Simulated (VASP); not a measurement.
# KTaO3 (P4/mmm) in VASP: further runs

KTaO3 is run at these levels: r2SCAN; tasks: single point.

Everything below comes from runs of VASP 6.6.1. Logs are shortened: lines on timing, memory, paths and dates and some standing lists are left out, and cuts for length are marked.

## Step 1: The cell of the first run

Symmetry: P4/mmm, No. 123, tetragonal system. The conventional cell has a = 3.990 Å, b = 3.990 Å, c = 3.910 Å, α = 90.00°, β = 90.00°, γ = 90.00°. K (site symmetry 4/mmm) has 12 O at 2.79 to 2.82 Å and 8 Ta at 3.43 Å within 3.7 Å. Within 2.6 Å of Ta (site symmetry 4/mmm) lie 6 O at 1.96 to 2.00 Å. Within 2.6 Å of O (site symmetry 4/mmm) lie 2 Ta at 1.96 Å. Within 2.6 Å of O (site symmetry mmm) lie 2 Ta at 2.00 Å.

## Step 2: Single point, r2SCAN (uniaxial z strain -2.0%)

POSCAR reads:

```
KTaO3
1.0
    3.9901311030      0.0000000000      0.0000000000
    0.0000000000      3.9901311030      0.0000000000
    0.0000000000      0.0000000000      3.9103284809
K Ta O
1 1 3
Direct
    0.0000000000      0.0000000000      0.0000000000
    0.5000000000      0.5000000000      0.5000000000
    0.5000000000      0.5000000000      0.0000000000
    0.5000000000      0.0000000000      0.5000000000
    0.0000000000      0.5000000000      0.5000000000
```

INCAR.step1 reads:

```
ALGO     = Normal         # electronic algorithm
EDIFF    = 1E-4           # SCF threshold, eV
ENCUT    = 520            # plane-wave cutoff, eV
GGA      = PE             # functional
ISMEAR   = 0              # smearing method
LASPH    = True           # aspherical terms in the spheres
LCHARG   = False          # write CHGCAR
LREAL    = False          # projectors in reciprocal space
LWAVE    = True           # write WAVECAR
NBANDS   = 27             # bands
NELM     = 80             # most SCF steps
PREC     = Accurate       # precision mode
SIGMA    = 0.01           # smearing width, eV
```

INCAR.step2 reads:

```
ALGO     = Normal         # electronic algorithm
EDIFF    = 1E-6           # SCF threshold, eV
ENCUT    = 520            # plane-wave cutoff, eV
ISIF     = 2              # what is computed and relaxed
ISMEAR   = 0              # smearing method
ISTART   = 1            
LASPH    = True           # aspherical terms in the spheres
LCHARG   = False          # write CHGCAR
LMIXTAU  = True         
LREAL    = False          # projectors in reciprocal space
LWAVE    = False          # write WAVECAR
METAGGA  = R2SCAN         # meta-GGA
NBANDS   = 27             # bands
NELM     = 80             # most SCF steps
PREC     = Accurate       # precision mode
SIGMA    = 0.01           # smearing width, eV
```

KPOINTS reads:

```
k-points
0
Gamma
  6 6 6
```

Potentials or basis: VASP PAW PBE potentials, release 64 (K_sv, Ta_pv, O).

Launch:

```
$ cat potpaw_PBE.64/K_sv/POTCAR potpaw_PBE.64/Ta_pv/POTCAR potpaw_PBE.64/O/POTCAR > POTCAR
$ cp INCAR.step1 INCAR
$ mpirun -np 1 vasp_std > vasp.out
$ cp INCAR.step2 INCAR
$ mpirun -np 1 vasp_std > vasp.out
```

OUTCAR:

```text
EDIFF = 1E-6
   ENCUT = 520
   ISIF = 2
   ISMEAR = 0
   ISTART = 1
   LASPH = True
   LREAL = False
   METAGGA = R2SCAN
   NELM = 80
   PREC = Accurate

 ion  position               nearest neighbor table
   1  0.000  0.000  0.000-   4 2.79   5 2.79   4 2.79   5 2.79   5 2.79   5 2.79   4 2.79   4 2.79
                             3 2.82   3 2.82   3 2.82   3 2.82   2 3.43   2 3.43   2 3.43   2 3.43
   2  0.500  0.500  0.500-   3 1.96   3 1.96   5 2.00   4 2.00   4 2.00   5 2.00   1 3.43   1 3.43
                             1 3.43   1 3.43   1 3.43   1 3.43   1 3.43   1 3.43
   3  0.500  0.500  0.000-   2 1.96   2 1.96   1 2.82   1 2.82   1 2.82   1 2.82
   4  0.500  0.000  0.500-   2 2.00   2 2.00   1 2.79   1 2.79   1 2.79   1 2.79
   5  0.000  0.500  0.500-   2 2.00   2 2.00   1 2.79   1 2.79   1 2.79   1 2.79

  LATTYP: Found a simple tetragonal cell.
 ALAT       =     3.9901311030
 C/A-ratio  =     0.9800000000

  Lattice vectors:

 A1 = (   3.9901311030,   0.0000000000,   0.0000000000)
 A2 = (   0.0000000000,   3.9901311030,   0.0000000000)
 A3 = (   0.0000000000,   0.0000000000,   3.9103284809)

Analysis of symmetry for initial positions (statically):
=====================================================================
 Subroutine PRICEL returns:
 Original cell was already a primitive cell.

 Routine SETGRP: Setting up the symmetry group for a
 simple tetragonal supercell.

 Subroutine GETGRP returns: Found 16 space group operations
 (whereof 16 operations were pure point group operations)
 out of a pool of 16 trial point group operations.

The static configuration has the point symmetry D_4h.

Analysis of symmetry for dynamics (positions and initial velocities):
=====================================================================
 Subroutine PRICEL returns:
 Original cell was already a primitive cell.

 Routine SETGRP: Setting up the symmetry group for a
 simple tetragonal supercell.

 Subroutine GETGRP returns: Found 16 space group operations
 (whereof 16 operations were pure point group operations)
 out of a pool of 16 trial point group operations.

The dynamic configuration has the point symmetry D_4h.

 Subroutine INISYM returns: Found 16 space group operations
 (whereof 16 operations are pure point group operations),
 and found     1 'primitive' translations

----------------------------------------------------------------------------------------

                                     Primitive cell

  volume of cell :      62.2569

  direct lattice vectors                    reciprocal lattice vectors
     3.990131103  0.000000000  0.000000000     0.250618332  0.000000000  0.000000000
     0.000000000  3.990131103  0.000000000     0.000000000  0.250618332  0.000000000
     0.000000000  0.000000000  3.910328481     0.000000000  0.000000000  0.255732991

  length of vectors
     3.990131103  3.990131103  3.910328481     0.250618332  0.250618332  0.255732991

  position of ions in fractional coordinates (direct lattice)
     0.000000000  0.000000000  0.000000000
     0.500000000  0.500000000  0.500000000
     0.500000000  0.500000000  0.000000000
     0.500000000  0.000000000  0.500000000
     0.000000000  0.500000000  0.500000000

  ion indices of the primitive-cell ions
   primitive index   ion index
                 1           1
                 2           2
                 3           3
                 4           4
                 5           5

----------------------------------------------------------------------------------------

 KPOINTS: k-points

Automatic generation of k-mesh.
 Grid dimensions read from file:
 generate k-points for:    6    6    6

 Generating k-lattice:

  Cartesian coordinates                     Fractional coordinates (reciprocal lattice)
     0.041769722  0.000000000  0.000000000     0.166666667  0.000000000  0.000000000
     0.000000000  0.041769722  0.000000000     0.000000000  0.166666667  0.000000000
     0.000000000  0.000000000  0.042622165     0.000000000  0.000000000  0.166666667

  Length of vectors
     0.041769722  0.041769722  0.042622165

  Shift w.r.t. Gamma in fractional coordinates (k-lattice)
     0.000000000  0.000000000  0.000000000

 Subroutine IBZKPT returns following result:
 ===========================================

 Found     40 irreducible k-points:

 Following reciprocal coordinates:
            Coordinates               Weight
  0.000000  0.000000  0.000000      1.000000
  0.166667  0.000000  0.000000      4.000000
  0.333333  0.000000  0.000000      4.000000
  0.500000  0.000000  0.000000      2.000000
  0.166667  0.166667  0.000000      4.000000
  0.333333  0.166667  0.000000      8.000000
[... 16 lines left out ...]
  0.333333  0.000000  0.333333      8.000000
  0.500000  0.000000  0.333333      4.000000
 [... further k-points ...]
   k-points           NKPTS =     40   k-points in BZ     NKDIM =     40   number of bands    NBANDS=     27
   number of dos      NEDOS =    301   number of ions     NIONS =      5
   total plane-waves  NPLWV =  27000
   dimension x,y,z NGX =    30 NGY =   30 NGZ =   30
   dimension x,y,z NGXF=    60 NGYF=   60 NGZF=   60
   ions per type =               1   1   3
   NGX,Y,Z   is equivalent  to a cutoff of  12.50, 12.50, 12.75 a.u.
   NGXF,Y,Z  is equivalent  to a cutoff of  25.00, 25.00, 25.51 a.u.
 SYSTEM =  unknown system
   PREC   = accura    normal or accurate (medium, high low for compatibility)
   ISTART =      1    job   : 0-new  1-cont  2-samecut
   ICHARG =      0    charge: 1-file 2-atom 10-const
   ISPIN  =      1    spin polarized calculation?
   LNONCOLLINEAR =      F non collinear calculations
   LSORBIT =      F    spin-orbit coupling
   LASPH  =      T    aspherical Exc in radial PAW
   ENCUT  =  520.0 eV  38.22 Ry    6.18 a.u.   7.42  7.42  7.27*2*pi/ulx,y,z
   NELM   =     80;   NELMIN=  2; NELMDL=  0     # of ELM steps
   EDIFF  = 0.1E-05   stopping-criterion for ELM
   LREAL  =      F    real-space projection
   EDIFFG = 0.1E-04   stopping-criterion for IOM
   NSW    =      0    number of steps for IOM
   IBRION =     -1    ionic relax: 0-MD 1-quasi-New 2-CG
   NFREE  =      0    steps in history (QN), initial steepest desc. (CG)
   ISIF   =      2    stress and relaxation
   ISYM   =      2    0-nonsym 1-usesym 2-fastsym
   POTIM  = 0.5000    time-step for ionic-motion
   TEBEG  =    0.0;   TEEND  =   0.0 temperature during run
   PSTRESS=    0.0 pullay stress
   NELECT =      38.0000    total number of electrons
   NUPDOWN=      -1.0000    fix difference up-down
   EMIN   =  10.00;   EMAX   =-10.00  energy-range for DOS
   EFERMI =   0.00;   METHOD = LEGACY
   ISMEAR =     0;   SIGMA  =   0.01  broadening in eV -4-tet -1-fermi 0-gaus
   EFERMI_NEDOS =   21; number of points for ismear=-14 and -15
   IALGO  =     38    algorithm
   IMIX   =      4    mixing-type and parameters
     AMIX     =   0.40;   BMIX     =  1.00
     AMIX_MAG =   1.60;   BMIX_MAG =  1.00
  volume/ion in A,a.u.               =      12.45        84.03
  Fermi-wavevector in a.u.,A,eV,Ry     =   1.388695  2.624253 26.238475  1.928474
  Thomas-Fermi vector in A             =   2.512796
   LORBIT       =      0    0 simple, 1 ext, 2 COOP (PROOUT), +10 PAW based schemes
   METAGGA = R2SCAN    functional components
   LHFCALC =     F    Hartree Fock is set to
   AEXX    =    0.0000 exact exchange contribution
   IVDW    =     0    specifies the selected vdW correction
   LEPSILON=     F    determine dielectric tensor
   LRPA    =     F    only Hartree local field effects (RPA)
 non-spin polarized calculation
 Gauss-broadening in eV      SIGMA  =   0.01
  energy-cutoff  :      520.00
  volume of cell :       62.26
 maximum number of plane-waves:      1719
 NGX is ok and might be reduce to    30
   NGX = 15   NGY = 15   NGZ = 15

 number of electron      37.9999985 magnetization

 Free energy of the ion-electron system (eV)
  ---------------------------------------------------
  ext. energy  EPLUGINS =         0.00000000
  ---------------------------------------------------
  free energy    TOTEN  =       -87.11336901 eV

  energy without entropy =      -87.11336901  energy(sigma->0) =      -87.11336901

 E-fermi :   1.6171     XC(G=0): -11.6639

 val. band max:        1.5703468980   @ k =   0.5000   0.5000   0.5000
 cond. band min:       4.1730877577   @ k =   0.0000   0.0000   0.0000
 fundamental gap:      2.6027408597
 Fermi energy:         1.6170908508

 k-point     1 :       0.0000    0.0000    0.0000
  band No.  band energies     occupation
      1     -33.6648      2.00000
      2     -33.6261      2.00000
      3     -33.6261      2.00000
      4     -26.8847      2.00000
      5     -17.1145      2.00000
      6     -16.4676      2.00000
[... 19 lines left out ...]
     26      10.1270      0.00000
     27      10.2428      0.00000

 k-point     2 :       0.1667    0.0000    0.0000
  band No.  band energies     occupation
      1     -33.6639      2.00000
      2     -33.6518      2.00000
      3     -33.6252      2.00000
      4     -26.8774      2.00000
      5     -17.0769      2.00000
      6     -16.4216      2.00000
[... 19 lines left out ...]
     26      10.4907      0.00000
     27      10.6488      0.00000

 k-point     3 :       0.3333    0.0000    0.0000
  band No.  band energies     occupation
      1     -33.7026      2.00000
      2     -33.6621      2.00000
      3     -33.6234      2.00000
      4     -26.8627      2.00000
      5     -17.0641      2.00000
      6     -16.4002      2.00000
[... 594 lines left out ...]
      1     -33.7605      2.00000
      2     -33.6983      2.00000
      3     -33.6199      2.00000
      4     -26.8467      2.00000
      5     -16.6017      2.00000
      6     -15.8642      2.00000
[... 19 lines left out ...]
     26      12.7241      0.00000
     27      13.3025      0.00000

 k-point    24 :       0.5000    0.0000    0.3333
  band No.  band energies     occupation
      1     -33.7594      2.00000
      2     -33.7231      2.00000
      3     -33.6190      2.00000
      4     -26.8423      2.00000
      5     -16.5707      2.00000
      6     -15.8654      2.00000
[... 19 lines left out ...]
     26      12.7861      0.00000
     27      13.1699      0.00000

 [... further k-points ...]

------------------------ aborting loop because EDIFF is reached ----------------------------------------

  FORCE on cell =-STRESS in cart. coord.  units (eV):
  Direction    XX          YY          ZZ          XY          YZ          ZX
  --------------------------------------------------------------------------------------
  -------------------------------------------------------------------------------------
  Total        1.0601609      1.0601609      4.4339687      0.0000000      0.0000000      0.0000000
  in kB       27.2831666     27.2831666    114.1078794      0.0000000      0.0000000      0.0000000
  external PRESSURE =      56.2247376 kB  Pullay stress =       0.0000000 kB

 VOLUME and BASIS-vectors are now :
 -----------------------------------------------------------------------------
  energy-cutoff  :      520.00
  volume of cell :       62.26
      direct lattice vectors                 reciprocal lattice vectors
     3.990131103  0.000000000  0.000000000     0.250618332  0.000000000  0.000000000
     0.000000000  3.990131103  0.000000000     0.000000000  0.250618332  0.000000000
     0.000000000  0.000000000  3.910328481     0.000000000  0.000000000  0.255732991

 POSITION                                       TOTAL-FORCE (eV/Angst)
 -----------------------------------------------------------------------------------
      0.00000      0.00000      0.00000         0.000000      0.000000      0.000000
      1.99507      1.99507      1.95516         0.000000      0.000000      0.000000
      1.99507      1.99507      0.00000         0.000000      0.000000      0.000000
      1.99507      0.00000      1.95516         0.000000      0.000000      0.000000
      0.00000      1.99507      1.95516         0.000000      0.000000      0.000000
 -----------------------------------------------------------------------------------
    total drift:                                0.000000      0.000000     -0.000000

  FREE ENERGIE OF THE ION-ELECTRON SYSTEM (eV)
  ---------------------------------------------------
  free  energy   TOTEN  =       -87.1133690135 eV

  energy  without entropy=      -87.1133690135  energy(sigma->0) =      -87.11336901
```

Wall time 2 min (1 thread of Intel Xeon 6975P-C (Granite Rapids), shared host); peak memory 0.21 GiB.

What came out:

```
Free energy            : -87.1134 eV
Pressure               : 5.6 GPa
Band gap on the k mesh : 2.60 eV, indirect (least direct gap 3.25 eV)
```

Caveat: the cell differs from its parent crystal (uniaxial z strain -2.0%); the PAW data sets were made with another functional, which shifts forces and pressure a little; spin-orbit coupling is left out, which moves the levels of the heavy elements.

## Step 3: Single point, r2SCAN (uniaxial z strain -1.0%)

POSCAR: that of step 2 with these lines changed.

```diff
@@ -4,3 +4,3 @@
     0.0000000000      3.9901311030      0.0000000000
-    0.0000000000      0.0000000000      3.9103284809
+    0.0000000000      0.0000000000      3.9502297920
 K Ta O
```

INCAR.step1 reads:

```
ALGO = Normal
EDIFF = 1E-4
ENCUT = 520
GGA = PE
ISMEAR = 0
LASPH = T
LCHARG = F
LREAL = F
LWAVE = T
NBANDS = 27
NELM = 100
PREC = Accurate
SIGMA = 0.01
```

INCAR.step2 reads:

```
ALGO = Normal
EDIFF = 1E-7
ENCUT = 520
ISIF = 2
ISMEAR = 0
ISTART = 1
LASPH = T
LCHARG = F
LMIXTAU = T
LREAL = F
LWAVE = F
METAGGA = R2SCAN
NBANDS = 27
NELM = 100
PREC = Accurate
SIGMA = 0.01
```

KPOINTS is that of step 2.

Potentials or basis: VASP PAW PBE potentials, release 64 (K_sv, Ta_pv, O).

Launch:

```
$ cat potpaw_PBE.64/K_sv/POTCAR potpaw_PBE.64/Ta_pv/POTCAR potpaw_PBE.64/O/POTCAR > POTCAR
$ cp INCAR.step1 INCAR
$ mpirun -np 1 vasp_std > vasp.out
$ cp INCAR.step2 INCAR
$ mpirun -np 1 vasp_std > vasp.out
```

Wall time 2 min (1 thread of Intel Xeon 6975P-C (Granite Rapids), shared host); peak memory 0.21 GiB.

It converged, with:

* Free energy: -87.1483 eV
* Pressure: 3.2 GPa
* Band gap on the k mesh: 2.60 eV, indirect (least direct gap 3.25 eV)

Stress tensor (GPa, compression positive):
```
1.80 0.00 0.00
0.00 1.80 0.00
0.00 0.00 5.89
```

Levels at points of the mesh, in eV from the valence-band top:
| k point | band 17 | band 18 | band 19 | band 20 | band 21 | band 22 |
| --- | --- | --- | --- | --- | --- | --- |
| (0.00, 0.00, 0.00) | -0.66 | -0.66 | -0.65 | 2.60 | 2.61 | 2.61 |
| (0.50, 0.00, 0.00) | -1.58 | -0.92 | -0.89 | 2.77 | 5.44 | 5.44 |
| (0.50, 0.50, 0.00) | -1.56 | -1.56 | -0.04 | 5.48 | 5.48 | 6.79 |
| (0.00, 0.00, 0.50) | -1.56 | -0.88 | -0.88 | 2.76 | 5.58 | 5.58 |
| (0.50, 0.00, 0.50) | -1.45 | -1.45 | -0.06 | 5.48 | 5.61 | 6.89 |
| (0.50, 0.50, 0.50) | -0.02 | -0.02 | 0.00 | 6.93 | 7.02 | 7.02 |

Caveat: the cell differs from its parent crystal (uniaxial z strain -1.0%); the PAW data sets were made with another functional, which shifts forces and pressure a little; spin-orbit coupling is left out, which moves the levels of the heavy elements. A k mesh can miss the band edges.
